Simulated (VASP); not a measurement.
# PbS (Fm-3m) in VASP: a series of runs, part 2 of 2

VASP 6.6.1.

## Step 3: Single point, LDA, non-collinear spin, zero start, spin-orbit coupling

Contents of INCAR:

```
  PREC = Accurate
  ENCUT = 520
  EDIFF = 1E-7
  ISMEAR = 0
  SIGMA = 0.03
  LREAL = F
  LASPH = T
  NELM = 150
  ALGO = Normal
  ISIF = 2
  LWAVE = F
  LCHARG = F
  LNONCOLLINEAR = T
  MAGMOM = 0 0 0 0 0 0
  LORBIT = 11
  LSORBIT = T
  GGA_COMPAT = F
  LORBMOM = T
  GGA = CA
  NBANDS = 32
```

Contents of KPOINTS:

```
Automatic mesh
0
Gamma
  10 10 10
```

Contents of POSCAR:

```
PbS
1.0
    0.0000000000      2.9680000000      2.9680000000
    2.9680000000      0.0000000000      2.9680000000
    2.9680000000      2.9680000000      0.0000000000
Pb S
1 1
Direct
    0.0000000000      0.0000000000      0.0000000000
    0.5000000000      0.5000000000      0.5000000000
```

Potentials or basis: VASP PAW LDA potentials, release 64 (Pb_d, S).

Launch:

```
$ cat potpaw_LDA.64/Pb_d/POTCAR potpaw_LDA.64/S/POTCAR > POTCAR
$ mpirun -np 1 vasp_ncl > vasp.out
```

OUTCAR:

```text
PREC = Accurate
   ENCUT = 520
   EDIFF = 1E-7
   ISMEAR = 0
   LREAL = F
   LASPH = T
   NELM = 150
   ISIF = 2
   LNONCOLLINEAR = T
   LORBIT = 11
   LSORBIT = T
   GGA = CA

 ion  position               nearest neighbor table
   1  0.000  0.000  0.000-   2 2.97   2 2.97   2 2.97   2 2.97   2 2.97   2 2.97
   2  0.500  0.500  0.500-   1 2.97   1 2.97   1 2.97   1 2.97   1 2.97   1 2.97

  LATTYP: Found a face centered cubic cell.
 ALAT       =     5.9360000000

  Lattice vectors:

 A1 = (   0.0000000000,   2.9680000000,   2.9680000000)
 A2 = (   2.9680000000,   0.0000000000,   2.9680000000)
 A3 = (   2.9680000000,   2.9680000000,   0.0000000000)

Analysis of symmetry for initial positions (statically):
=====================================================================
 Subroutine PRICEL returns:
 Original cell was already a primitive cell.

 Routine SETGRP: Setting up the symmetry group for a
 face centered cubic supercell.

 Subroutine GETGRP returns: Found 48 space group operations
 (whereof 48 operations were pure point group operations)
 out of a pool of 48 trial point group operations.

The static configuration has the point symmetry O_h .

Analysis of symmetry for dynamics (positions and initial velocities):
=====================================================================
 Subroutine PRICEL returns:
 Original cell was already a primitive cell.

 Routine SETGRP: Setting up the symmetry group for a
 face centered cubic supercell.

 Subroutine GETGRP returns: Found 48 space group operations
 (whereof 48 operations were pure point group operations)
 out of a pool of 48 trial point group operations.

The dynamic configuration has the point symmetry O_h .

Analysis of structural, dynamic, and magnetic symmetry:
=====================================================================
 Subroutine PRICEL returns:
 Original cell was already a primitive cell.

 Routine SETGRP: Setting up the symmetry group for a
 face centered cubic supercell.

 Subroutine GETGRP returns: Found 48 space group operations
 (whereof 48 operations were pure point group operations)
 out of a pool of 48 trial point group operations.

The overall configuration has the point symmetry O_h .

 Subroutine INISYM returns: Found 48 space group operations
 (whereof 48 operations are pure point group operations),
 and found     1 'primitive' translations

----------------------------------------------------------------------------------------

                                     Primitive cell

  volume of cell :      52.2904

  direct lattice vectors                    reciprocal lattice vectors
     0.000000000  2.968000000  2.968000000    -0.168463612  0.168463612  0.168463612
     2.968000000  0.000000000  2.968000000     0.168463612 -0.168463612  0.168463612
     2.968000000  2.968000000  0.000000000     0.168463612  0.168463612 -0.168463612

  length of vectors
     4.197385853  4.197385853  4.197385853     0.291787535  0.291787535  0.291787535

[... 977 lines left out ...]
     31      16.4731      0.00000
     32      16.4732      0.00000

 [... further k-points ...]
[... 5 lines left out ...]
  --------------------------------------------------------------------------------------
  -------------------------------------------------------------------------------------
  Total       -0.9742243     -0.9742243     -0.9742243      0.0000000      0.0000000      0.0000000
  in kB      -29.8502411    -29.8502411    -29.8502411      0.0000000      0.0000000      0.0000000
  external PRESSURE =     -29.8502411 kB  Pullay stress =       0.0000000 kB

 VOLUME and BASIS-vectors are now :
 -----------------------------------------------------------------------------
  energy-cutoff  :      520.00
  volume of cell :       52.29
      direct lattice vectors                 reciprocal lattice vectors
     0.000000000  2.968000000  2.968000000    -0.168463612  0.168463612  0.168463612
     2.968000000  0.000000000  2.968000000     0.168463612 -0.168463612  0.168463612
     2.968000000  2.968000000  0.000000000     0.168463612  0.168463612 -0.168463612

 POSITION                                       TOTAL-FORCE (eV/Angst)
 -----------------------------------------------------------------------------------
      0.00000      0.00000      0.00000        -0.000000      0.000000     -0.000000
      2.96800      2.96800      2.96800         0.000000      0.000000      0.000000
 -----------------------------------------------------------------------------------
    total drift:                                0.000000     -0.000000     -0.000000

  FREE ENERGIE OF THE ION-ELECTRON SYSTEM (eV)
  ---------------------------------------------------
  free  energy   TOTEN  =       -10.3758037134 eV

  energy  without entropy=      -10.3758022492  energy(sigma->0) =      -10.37580298

 orbital moment (x)

 # of ion     p       d       tot
 ----------------------------------------
  1         0.000  -0.000  -0.000
  2         0.000   0.000   0.000
 ----------------------------------------
            0.000  -0.000  -0.000

 orbital moment (y)

 # of ion     p       d       tot
 ----------------------------------------
  1         0.000  -0.000  -0.000
  2         0.000   0.000   0.000
 ----------------------------------------
            0.000  -0.000  -0.000

 orbital moment (z)

 # of ion     p       d       tot
 ----------------------------------------
  1         0.000   0.000   0.000
  2         0.000   0.000   0.000
 ----------------------------------------
            0.000   0.000   0.000

 Spin-Orbit-Coupling matrix elements

 Ion:    1  E_soc:     -0.8291952
 l=   1
     0.0000000    -0.0700099    -0.0700099
    -0.0700099     0.0000000    -0.0700099
    -0.0700099    -0.0700099     0.0000000
 l=   2
     0.0000000    -0.0137514     0.0000000    -0.0137514    -0.0544379
    -0.0137514     0.0000000    -0.0408284    -0.0137514    -0.0136095
     0.0000000    -0.0408284     0.0000000    -0.0408284     0.0000000
    -0.0137514    -0.0137514    -0.0408284     0.0000000    -0.0136095
    -0.0544379    -0.0136095     0.0000000    -0.0136095     0.0000000
 l=   3
     0.0000000     0.0000000     0.0000000     0.0000000     0.0000000     0.0000000     0.0000000
     0.0000000     0.0000000     0.0000000     0.0000000     0.0000000     0.0000000     0.0000000
     0.0000000     0.0000000     0.0000000     0.0000000     0.0000000     0.0000000     0.0000000
     0.0000000     0.0000000     0.0000000     0.0000000     0.0000000     0.0000000     0.0000000
     0.0000000     0.0000000     0.0000000     0.0000000     0.0000000     0.0000000     0.0000000
     0.0000000     0.0000000     0.0000000     0.0000000     0.0000000     0.0000000     0.0000000
     0.0000000     0.0000000     0.0000000     0.0000000     0.0000000     0.0000000     0.0000000

 Ion:    2  E_soc:     -0.0043814
 l=   1
     0.0000000    -0.0007302    -0.0007302
    -0.0007302     0.0000000    -0.0007302
    -0.0007302    -0.0007302     0.0000000
 l=   2
     0.0000000     0.0000000     0.0000000     0.0000000     0.0000000
     0.0000000     0.0000000     0.0000000     0.0000000     0.0000000
     0.0000000     0.0000000     0.0000000     0.0000000     0.0000000
     0.0000000     0.0000000     0.0000000     0.0000000     0.0000000
     0.0000000     0.0000000     0.0000000     0.0000000     0.0000000
 l=   3
     0.0000000     0.0000000     0.0000000     0.0000000     0.0000000     0.0000000     0.0000000
     0.0000000     0.0000000     0.0000000     0.0000000     0.0000000     0.0000000     0.0000000
     0.0000000     0.0000000     0.0000000     0.0000000     0.0000000     0.0000000     0.0000000
     0.0000000     0.0000000     0.0000000     0.0000000     0.0000000     0.0000000     0.0000000
     0.0000000     0.0000000     0.0000000     0.0000000     0.0000000     0.0000000     0.0000000
     0.0000000     0.0000000     0.0000000     0.0000000     0.0000000     0.0000000     0.0000000
     0.0000000     0.0000000     0.0000000     0.0000000     0.0000000     0.0000000     0.0000000

 total charge

# of ion       s       p       d       tot
------------------------------------------
    1        1.470   0.548   9.842  11.860
    2        1.355   2.300   0.000   3.655
--------------------------------------------------
tot          2.826   2.848   9.842  15.515

 magnetization (x)

# of ion       s       p       d       tot
------------------------------------------
    1        0.000   0.000  -0.000  -0.000
    2        0.000   0.000   0.000   0.000
--------------------------------------------------
tot          0.000   0.000  -0.000   0.000

 magnetization (y)

# of ion       s       p       d       tot
------------------------------------------
    1        0.000  -0.000  -0.000  -0.000
    2        0.000   0.000   0.000   0.000
--------------------------------------------------
tot          0.000   0.000  -0.000   0.000

 magnetization (z)

# of ion       s       p       d       tot
------------------------------------------
    1        0.000   0.000  -0.000  -0.000
    2        0.000   0.000   0.000   0.000
--------------------------------------------------
tot          0.000   0.000  -0.000   0.000
```

OSZICAR:

```text
N       E                     dE             d eps       ncg     rms          rms(c)
DAV:   1     0.210858637343E+03    0.21086E+03   -0.90880E+03  3016   0.133E+03
DAV:   2     0.125690814124E+02   -0.19829E+03   -0.18898E+03  3104   0.380E+02
DAV:   3    -0.972907737497E+01   -0.22298E+02   -0.21732E+02  3928   0.142E+02
DAV:   4    -0.107278115083E+02   -0.99873E+00   -0.99674E+00  3624   0.312E+01
DAV:   5    -0.107759088389E+02   -0.48097E-01   -0.48093E-01  4680   0.697E+00    0.440E+00
DAV:   6    -0.103788303564E+02    0.39708E+00   -0.96604E-01  4432   0.840E+00    0.291E+00
DAV:   7    -0.103796744288E+02   -0.84407E-03   -0.13857E-01  3640   0.201E+00    0.181E+00
DAV:   8    -0.103776438273E+02    0.20306E-02   -0.24454E-02  4104   0.167E+00    0.581E-01
DAV:   9    -0.103757829872E+02    0.18608E-02   -0.48308E-03  4344   0.699E-01    0.191E-01
DAV:  10    -0.103758024258E+02   -0.19439E-04   -0.99116E-04  4072   0.227E-01    0.474E-02
DAV:  11    -0.103758055087E+02   -0.30829E-05   -0.70693E-05  3760   0.580E-02    0.417E-02
DAV:  12    -0.103758038621E+02    0.16465E-05   -0.91038E-06  3864   0.399E-02    0.421E-03
DAV:  13    -0.103758037033E+02    0.15884E-06   -0.12388E-06  4464   0.151E-02    0.124E-03
DAV:  14    -0.103758037134E+02   -0.10052E-07   -0.10584E-07  2800   0.247E-03
   1 F= -.10375804E+02 E0= -.10375803E+02  d E =-.146413E-05  mag=     0.0000    -0.0000     0.0000
```

It took 67 s on 1 thread of Intel Xeon 6975P-C (Granite Rapids), shared host; peak memory 0.3 GiB.

What came out:

* Free energy: -10.3758 eV
* Pressure: -3.0 GPa
* Net moment: 0.00 μB per cell
* Valence electrons inside the program's atomic spheres: Pb 11.86; S 3.65

Moments on the atoms (μB; x, y, z):
```
Pb  0.00 0.00 0.00
S   0.00 0.00 0.00
```

## Step 4: Single point, r2SCAN, non-collinear spin, zero start, spin-orbit coupling

POSCAR is that of step 3.

Contents of INCAR.step1:

```
PREC = Accurate
ENCUT = 520
ISMEAR = 0
SIGMA = 0.03
LREAL = F
LASPH = T
NELM = 150
MAGMOM = 0 0 0 0 0 0
LSORBIT = T
GGA_COMPAT = F
NBANDS = 32
GGA = PE
ALGO = Normal
EDIFF = 1E-4
LWAVE = T
LCHARG = F
```

Contents of INCAR.step2:

```
PREC = Accurate
ENCUT = 520
EDIFF = 1E-7
ISMEAR = 0
SIGMA = 0.03
LREAL = F
LASPH = T
NELM = 150
ALGO = Normal
ISIF = 2
LWAVE = F
LCHARG = F
MAGMOM = 0 0 0 0 0 0
LORBIT = 11
LSORBIT = T
GGA_COMPAT = F
LORBMOM = T
METAGGA = R2SCAN
LMIXTAU = T
NBANDS = 32
ISTART = 1
```

KPOINTS is that of step 3.

Potentials or basis: VASP PAW PBE potentials, release 64 (Pb_d, S).

Launch:

```
$ cat potpaw_PBE.64/Pb_d/POTCAR potpaw_PBE.64/S/POTCAR > POTCAR
$ cp INCAR.step1 INCAR
$ mpirun -np 1 vasp_ncl > vasp.out
$ cp INCAR.step2 INCAR
$ mpirun -np 1 vasp_ncl > vasp.out
```

Run time: 5.3 min. Hardware: 1 thread of Intel Xeon 6975P-C (Granite Rapids), shared host; peak memory 0.42 GiB.

Results (log left out):

| Item | Value |
| --- | --- |
| Free energy | -65.9651 eV |
| Pressure | 0.9 GPa |
| Net moment | 0.00 μB per cell |
| Valence electrons inside the program's atomic spheres | Pb 11.83; S 3.70 |

Moments on the atoms (μB; x, y, z):
```
Pb  0.00 0.00 0.00
S   0.00 0.00 0.00
```

Caveat: the PAW data sets were made with another functional, which shifts forces and pressure a little.

## Step 5: Summary

```tsv
level	potentials or basis	pressure (GPa)	moment (μB)
PBE	VASP PAW PBE potentials, release 64 (Pb_d, S)	1.8	0.00
LDA	VASP PAW LDA potentials, release 64 (Pb_d, S)	-3.0	0.00
r2SCAN	VASP PAW PBE potentials, release 64 (Pb_d, S)	0.9	0.00
```

Alike in all rows: task single point; spin non-collinear, zero start, SOC; cell as given; k mesh 10 × 10 × 10; cutoff (eV) 520; smearing gaussian 0.03 eV.

Caveats: the PAW data sets were made with another functional, which shifts forces and pressure a little (at least some runs).

Absolute energies hang on the potentials; compare differences alone.
